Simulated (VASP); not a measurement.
# Pt in VASP: notebook

The runs below take Pt through single point, relaxation of the atoms, with PBEsol.

Everything below comes from runs of VASP 6.6.1. Logs are shortened: lines on timing, memory, paths and dates and some standing lists are left out, and cuts for length are marked.

## (1) The cell of the first run

The cell holds a slab with vacuum, 6 atoms: a = 2.775 Å, b = 2.775 Å, c = 28.328 Å, α = 90.00°, β = 90.00°, γ = 60.00°.

## (2) Single point, PBEsol

The input, INCAR:

```
ALGO = Normal
DIPOL = 0.5 0.5 0.500
EDIFF = 1E-6
ENCUT = 520
GGA = PS
IDIPOL = 3
ISIF = 2
ISMEAR = 0
LASPH = T
LCHARG = F
LDIPOL = T
LREAL = F
LWAVE = F
NBANDS = 39
NELM = 100
PREC = Accurate
SIGMA = 0.1
```

The input, KPOINTS:

```
k-points
0
Gamma
  18 18 1
```

The input, POSCAR:

```
Pt
1.0
    2.7746870094      0.0000000000      0.0000000000
    1.3873435047      2.4029494377      0.0000000000
    0.0000000000      0.0000000000     28.3276122815
Pt
6
Direct
    0.0000000000      0.0000000000      0.3004808846
    0.3333333333      0.3333333333      0.3810346760
    0.6666666667      0.6666666667      0.4604394352
    0.0000000000      0.0000000000      0.5395605407
    0.3333333333      0.3333333333      0.6189652985
    0.6666666667      0.6666666667      0.6995191650
```

Potentials or basis: VASP PAW PBE potentials, release 64 (Pt).

Run with:

```console
> cat potpaw_PBE.64/Pt/POTCAR > POTCAR
> mpirun -np 1 vasp_std > vasp.out
```

OUTCAR:

```text
EDIFF = 1E-6
   ENCUT = 520
   GGA = PS
   ISIF = 2
   ISMEAR = 0
   LASPH = T
   LREAL = F
   NELM = 100
   PREC = Accurate

 ion  position               nearest neighbor table
   1  0.000  0.000  0.300-   2 2.79   2 2.79   2 2.79
   2  0.333  0.333  0.381-   3 2.76   3 2.76   3 2.76   1 2.79   1 2.79   1 2.79
   3  0.667  0.667  0.460-   4 2.75   4 2.75   4 2.75   2 2.76   2 2.76   2 2.76
   4  0.000  0.000  0.540-   3 2.75   3 2.75   3 2.75   5 2.76   5 2.76   5 2.76
   5  0.333  0.333  0.619-   4 2.76   4 2.76   4 2.76   6 2.79   6 2.79   6 2.79
   6  0.667  0.667  0.700-   5 2.79   5 2.79   5 2.79

  LATTYP: Found a hexagonal cell.
 ALAT       =     2.7746870094
 C/A-ratio  =    10.2093000708

  Lattice vectors:

 A1 = (  -1.3873435047,  -2.4029494377,   0.0000000000)
 A2 = (   2.7746870094,   0.0000000000,   0.0000000000)
 A3 = (   0.0000000000,   0.0000000000,  28.3276122815)

Analysis of symmetry for initial positions (statically):
=====================================================================
 Subroutine PRICEL returns:
 Original cell was already a primitive cell.

 Routine SETGRP: Setting up the symmetry group for a
 hexagonal supercell.

 Subroutine GETGRP returns: Found 12 space group operations
 (whereof  6 operations were pure point group operations)
 out of a pool of 24 trial point group operations.

The static configuration has the point symmetry C_3v.
 The point group associated with its full space group is D_3d.

Analysis of symmetry for dynamics (positions and initial velocities):
=====================================================================
 Subroutine PRICEL returns:
 Original cell was already a primitive cell.

 Routine SETGRP: Setting up the symmetry group for a
 hexagonal supercell.

 Subroutine GETGRP returns: Found 12 space group operations
 (whereof  6 operations were pure point group operations)
 out of a pool of 24 trial point group operations.

The dynamic configuration has the point symmetry C_3v.
 The point group associated with its full space group is D_3d.

 Subroutine INISYM returns: Found 12 space group operations
 (whereof  6 operations are pure point group operations),
 and found     1 'primitive' translations

----------------------------------------------------------------------------------------

                                     Primitive cell

  volume of cell :     188.8724

  direct lattice vectors                    reciprocal lattice vectors
     2.774687009  0.000000000  0.000000000     0.360401010 -0.208077620  0.000000000
     1.387343505  2.402949438  0.000000000     0.000000000  0.416155240  0.000000000
     0.000000000  0.000000000 28.327612281     0.000000000  0.000000000  0.035301246

  length of vectors
     2.774687009  2.774687009 28.327612281     0.416155240  0.416155240  0.035301246

  position of ions in fractional coordinates (direct lattice)
     0.000000000  0.000000000  0.300480885
     0.333333333  0.333333333  0.381034676
     0.666666667  0.666666667  0.460439435
     0.000000000  0.000000000  0.539560541
     0.333333333  0.333333333  0.618965299
     0.666666667  0.666666667  0.699519165

  ion indices of the primitive-cell ions
   primitive index   ion index
                 1           1
                 2           2
                 3           3
                 4           4
                 5           5
                 6           6

----------------------------------------------------------------------------------------

 KPOINTS: k-points

Automatic generation of k-mesh.
 Grid dimensions read from file:
 generate k-points for:   18   18    1

 Generating k-lattice:

  Cartesian coordinates                     Fractional coordinates (reciprocal lattice)
     0.020022278 -0.011559868  0.000000000     0.055555556  0.000000000  0.000000000
     0.000000000  0.023119736  0.000000000     0.000000000  0.055555556  0.000000000
     0.000000000  0.000000000  0.035301246     0.000000000  0.000000000  1.000000000

  Length of vectors
     0.023119736  0.023119736  0.035301246

  Shift w.r.t. Gamma in fractional coordinates (k-lattice)
     0.000000000  0.000000000  0.000000000

 Subroutine IBZKPT returns following result:
 ===========================================

 Found     37 irreducible k-points:

 Following reciprocal coordinates:
            Coordinates               Weight
  0.000000  0.000000  0.000000      1.000000
  0.055556  0.000000  0.000000      6.000000
  0.111111  0.000000  0.000000      6.000000
  0.166667  0.000000  0.000000      6.000000
  0.222222 -0.000000  0.000000      6.000000
  0.277778  0.000000  0.000000      6.000000
[... 16 lines left out ...]
  0.444444  0.111111  0.000000     12.000000
  0.500000  0.111111  0.000000     12.000000
 [... further k-points ...]
   k-points           NKPTS =     37   k-points in BZ     NKDIM =     37   number of bands    NBANDS=     39
   number of dos      NEDOS =    301   number of ions     NIONS =      6
   total plane-waves  NPLWV = 124416
   dimension x,y,z NGX =    24 NGY =   24 NGZ =  216
   dimension x,y,z NGXF=    48 NGYF=   48 NGZF=  432
   ions per type =               6
   NGX,Y,Z   is equivalent  to a cutoff of  14.38, 14.38, 12.68 a.u.
   NGXF,Y,Z  is equivalent  to a cutoff of  28.76, 28.76, 25.35 a.u.
 SYSTEM =  unknown system
   PREC   = accura    normal or accurate (medium, high low for compatibility)
   ISTART =      0    job   : 0-new  1-cont  2-samecut
   ICHARG =      2    charge: 1-file 2-atom 10-const
   ISPIN  =      1    spin polarized calculation?
   LNONCOLLINEAR =      F non collinear calculations
   LSORBIT =      F    spin-orbit coupling
   LASPH  =      T    aspherical Exc in radial PAW
   ENCUT  =  520.0 eV  38.22 Ry    6.18 a.u.   5.16  5.16 52.67*2*pi/ulx,y,z
   NELM   =    100;   NELMIN=  2; NELMDL= -5     # of ELM steps
   EDIFF  = 0.1E-05   stopping-criterion for ELM
   LREAL  =      F    real-space projection
   EDIFFG = 0.1E-04   stopping-criterion for IOM
   NSW    =      0    number of steps for IOM
   IBRION =     -1    ionic relax: 0-MD 1-quasi-New 2-CG
   NFREE  =      0    steps in history (QN), initial steepest desc. (CG)
   ISIF   =      2    stress and relaxation
   ISYM   =      2    0-nonsym 1-usesym 2-fastsym
   POTIM  = 0.5000    time-step for ionic-motion
   TEBEG  =    0.0;   TEEND  =   0.0 temperature during run
   PSTRESS=    0.0 pullay stress
   NELECT =      60.0000    total number of electrons
   NUPDOWN=      -1.0000    fix difference up-down
   EMIN   =  10.00;   EMAX   =-10.00  energy-range for DOS
   EFERMI =   0.00;   METHOD = LEGACY
   ISMEAR =     0;   SIGMA  =   0.10  broadening in eV -4-tet -1-fermi 0-gaus
   EFERMI_NEDOS =   21; number of points for ismear=-14 and -15
   IALGO  =     38    algorithm
   IMIX   =      4    mixing-type and parameters
     AMIX     =   0.40;   BMIX     =  1.00
     AMIX_MAG =   1.60;   BMIX_MAG =  1.00
  volume/ion in A,a.u.               =      31.48       212.43
  Fermi-wavevector in a.u.,A,eV,Ry     =   1.117041  2.110901 16.977080  1.247780
  Thomas-Fermi vector in A             =   2.253660
   LORBIT       =      0    0 simple, 1 ext, 2 COOP (PROOUT), +10 PAW based schemes
   GGA     = PS    functional components
   LHFCALC =     F    Hartree Fock is set to
   AEXX    =    0.0000 exact exchange contribution
   IVDW    =     0    specifies the selected vdW correction
   LEPSILON=     F    determine dielectric tensor
   LRPA    =     F    only Hartree local field effects (RPA)
 non-spin polarized calculation
 Gauss-broadening in eV      SIGMA  =   0.10
  energy-cutoff  :      520.00
  volume of cell :      188.87
 maximum number of plane-waves:      5123
 NGX is ok and might be reduce to    24
   NGX = 11   NGY = 11   NGZ =105

 dipolmoment           0.000000      0.000000     -0.000000 electrons x Angstroem

 number of electron      60.0000004 magnetization

 dipolmoment           0.000000      0.000000      0.000029 electrons x Angstroem

 Free energy of the ion-electron system (eV)
  ---------------------------------------------------
  ext. energy  EPLUGINS =         0.00000000
  ---------------------------------------------------
  free energy    TOTEN  =       -40.26977999 eV

  energy without entropy =      -40.20858807  energy(sigma->0) =      -40.23918403

 E-fermi :   2.2362     XC(G=0):  -7.1738

 val. band max:        2.2311489939   @ k =   0.3889  -0.0000   0.0000
 cond. band min:       2.2398549003   @ k =   0.4444  -0.0000   0.0000
 fundamental gap:      0.0087059064
 Fermi energy:         2.2362064843

 k-point     1 :       0.0000    0.0000    0.0000
  band No.  band energies     occupation
      1      -7.8341      2.00000
      2      -7.0258      2.00000
      3      -6.0681      2.00000
      4      -5.3396      2.00000
      5      -4.9240      2.00000
      6      -4.8784      2.00000
[... 31 lines left out ...]
     38       7.8213      0.00000
     39       7.9246      0.00000

 k-point     2 :       0.0556    0.0000    0.0000
  band No.  band energies     occupation
      1      -7.7247      2.00000
      2      -6.9192      2.00000
      3      -5.9615      2.00000
      4      -5.2332      2.00000
      5      -4.8194      2.00000
      6      -4.7720      2.00000
[... 31 lines left out ...]
     38       7.9021      0.00000
     39       7.9873      0.00000

 k-point     3 :       0.1111    0.0000    0.0000
  band No.  band energies     occupation
      1      -7.4052      2.00000
      2      -6.6106      2.00000
      3      -5.6569      2.00000
      4      -4.9309      2.00000
      5      -4.5219      2.00000
      6      -4.4698      2.00000
[... 31 lines left out ...]
     38       8.1440      0.00000
     39       8.1648      0.00000

 k-point     4 :       0.1667    0.0000    0.0000
  band No.  band energies     occupation
      1      -6.9041      2.00000
      2      -6.1387      2.00000
      3      -5.2094      2.00000
      4      -4.5004      2.00000
      5      -4.0952      2.00000
      6      -4.0333      2.00000
[... 31 lines left out ...]
     38       8.4242      0.00000
     39       8.5508      0.00000
[... 754 lines left out ...]
     38      10.0470      0.00000
     39      10.9096      0.00000

 k-point    23 :       0.4444    0.1111    0.0000
  band No.  band energies     occupation
      1      -4.7076      2.00000
      2      -4.3578      2.00000
      3      -4.1302      2.00000
      4      -3.9562      2.00000
      5      -3.8278      2.00000
      6      -3.4494      2.00000
[... 31 lines left out ...]
     38       9.2777      0.00000
     39      10.1134      0.00000

 k-point    24 :       0.5000    0.1111    0.0000
  band No.  band energies     occupation
      1      -4.6770      2.00000
      2      -4.4662      2.00000
      3      -4.0639      2.00000
      4      -4.0570      2.00000
      5      -3.9465      2.00000
      6      -3.5427      2.00000
[... 31 lines left out ...]
     38       8.4431      0.00000
     39       8.8955      0.00000

 [... further k-points ...]

------------------------ aborting loop because EDIFF is reached ----------------------------------------

 vacuum level on the upper side and lower side of the slab       (xc-potential included)        -0.264        -0.265

  FORCE on cell =-STRESS in cart. coord.  units (eV):
  Direction    XX          YY          ZZ          XY          YZ          ZX
  --------------------------------------------------------------------------------------
  -------------------------------------------------------------------------------------
  Total       -5.4863935     -5.4863935     -0.3212263      0.0000000      0.0000000      0.0000000
  in kB      -46.5402737    -46.5402737     -2.7249156      0.0000000      0.0000000      0.0000000
  external PRESSURE =     -31.9351544 kB  Pullay stress =       0.0000000 kB

 VOLUME and BASIS-vectors are now :
 -----------------------------------------------------------------------------
  energy-cutoff  :      520.00
  volume of cell :      188.87
      direct lattice vectors                 reciprocal lattice vectors
     2.774687009  0.000000000  0.000000000     0.360401010 -0.208077620  0.000000000
     1.387343505  2.402949438  0.000000000     0.000000000  0.416155240  0.000000000
     0.000000000  0.000000000 28.327612281     0.000000000  0.000000000  0.035301246

 POSITION                                       TOTAL-FORCE (eV/Angst)
 -----------------------------------------------------------------------------------
      0.00000      0.00000      8.51191         0.000000      0.000000      0.019543
      1.38734      0.80098     10.79380        -0.000000      0.000000      0.005955
      2.77469      1.60197     13.04315        -0.000000      0.000000     -0.004879
      0.00000      0.00000     15.28446         0.000000      0.000000      0.004879
      1.38734      0.80098     17.53381         0.000000     -0.000000     -0.005955
      2.77469      1.60197     19.81571        -0.000000      0.000000     -0.019543
 -----------------------------------------------------------------------------------
    total drift:                               -0.000000     -0.000000      0.004303

  FREE ENERGIE OF THE ION-ELECTRON SYSTEM (eV)
  ---------------------------------------------------
  free  energy   TOTEN  =       -40.2697799906 eV

  energy  without entropy=      -40.2085880742  energy(sigma->0) =      -40.23918403

 vacuum level on the upper side and lower side of the slab         7.849         7.848
```

It took 9.1 min on 1 thread of Intel Xeon Platinum 8259CL at 2.50GHz (Skylake/Cascade Lake), shared host; peak memory 0.44 GiB.

Results:

* Free energy: -40.2698 eV
* Largest force: 0.020 eV/Å
* Band gap on the k mesh: zero (band 30 reaches 2.81 eV, above the bottom of band 31 at 1.28 eV)

Forces on the atoms (eV/Å):
```
Pt   0.000  0.000  0.020
Pt   0.000  0.000  0.006
Pt   0.000  0.000 -0.005
Pt   0.000  0.000  0.005
Pt   0.000  0.000 -0.006
Pt   0.000  0.000 -0.020
```

Levels at points of the mesh, in eV from the Fermi level:
| k point | band 28 | band 29 | band 30 | band 31 | band 32 | band 33 |
| --- | --- | --- | --- | --- | --- | --- |
| (0.00, 0.00, 0.00) | -1.27 | -1.27 | -0.76 | -0.76 | -0.23 | -0.23 |
| (0.50, 0.00, 0.00) | 0.36 | 0.57 | 0.58 | 0.59 | 1.80 | 2.33 |

Caveat: the PAW data sets were made with another functional, which shifts forces and pressure a little; spin-orbit coupling is left out, which moves the levels of the heavy elements.

## (3) Relaxation of the atoms, PBEsol

The input, INCAR:

```
PREC = Accurate ; ENCUT = 520
EDIFF = 1E-7 ; ISMEAR = 0
SIGMA = 0.1 ; LREAL = False
LASPH = True ; NELM = 100
ALGO = Normal ; ISIF = 2
LWAVE = False ; LCHARG = False
LDIPOL = True ; IDIPOL = 3
DIPOL = 0.5 0.5 0.500 ; GGA = PS
IBRION = 2 ; NSW = 80
EDIFFG = -0.01
```

The input, KPOINTS:

```
Automatic mesh
0
Gamma
  18 18 1
```

The input, POSCAR:

```
Pt
1.0
    2.7746870094      0.0000000000      0.0000000000
    1.3873435047      2.4029494377      0.0000000000
    0.0000000000      0.0000000000     28.3276122815
Pt
6
Direct
    0.0000000000      0.0000000000      0.3000605881
    0.3333333333      0.3333333333      0.3800363528
    0.6666666667      0.6666666667      0.4600121176
    0.0000000000      0.0000000000      0.5399878824
    0.3333333333      0.3333333333      0.6199636472
    0.6666666667      0.6666666667      0.6999394119
```

Potentials or basis: VASP PAW PBE potentials, release 64 (Pt).

Run with:

```console
> cat potpaw_PBE.64/Pt/POTCAR > POTCAR
> mpirun -np 1 vasp_std > vasp.out
```

Run time: 50 min. Hardware: 1 thread of Intel Xeon Platinum 8259CL at 2.50GHz (Skylake/Cascade Lake), shared host; peak memory 0.46 GiB.

Results (log left out):

* Free energy: -40.2700 eV
* Energy gained by relaxing: 1.0 meV/atom
* Ionic steps: 9
* Largest force after relaxing: 0.010 eV/Å
* Band gap on the k mesh: zero (band 30 reaches 2.81 eV, above the bottom of band 31 at 1.28 eV)

Forces in eV/Å, atoms in the order of the input:
```
Pt   0.000  0.000  0.007
Pt   0.000  0.000 -0.010
Pt   0.000  0.000  0.004
Pt   0.000  0.000 -0.004
Pt   0.000  0.000  0.010
Pt   0.000  0.000 -0.007
```

The path:
```tsv
step	energy change (eV)	largest force (eV/Å)	pressure (GPa)
1	0.0000	0.2176	-3.45
2	-0.0035	0.0793	-3.52
3	-0.0037	0.0943	-3.54
4	-0.0045	0.0507	-3.52
5	-0.0045	0.0516	-3.50
6	-0.0050	0.0449	-3.43
7	-0.0059	0.0247	-3.22
8	-0.0057	0.0320	-2.79
9	-0.0061	0.0099	-3.04
```

Final structure:
```yaml
crystal:
  lattice:
    - [2.77469, 0.00000, 0.00000]
    - [1.38734, 2.40295, 0.00000]
    - [0.00000, 0.00000, 28.32761]
  atoms:
    - { symbol: Pt, position: [0.00000, 0.00000, 0.30074] }
    - { symbol: Pt, position: [0.33333, 0.33333, 0.38123] }
    - { symbol: Pt, position: [0.66667, 0.66667, 0.46049] }
    - { symbol: Pt, position: [0.00000, 0.00000, 0.53951] }
    - { symbol: Pt, position: [0.33333, 0.33333, 0.61877] }
    - { symbol: Pt, position: [0.66667, 0.66667, 0.69926] }
```

Levels at points of the mesh, in eV from the Fermi level:
```csv
k point,band 27,band 28,band 29,band 30,band 31,band 32,band 33,band 34
"(0.00, 0.00, 0.00)",-1.61,-1.27,-1.27,-0.76,-0.76,-0.23,-0.23,-0.05
"(0.50, 0.00, 0.00)",0.22,0.36,0.56,0.57,0.59,1.80,2.33,2.68
```

Caveat: the PAW data sets were made with another functional, which shifts forces and pressure a little; spin-orbit coupling is left out, which moves the levels of the heavy elements.
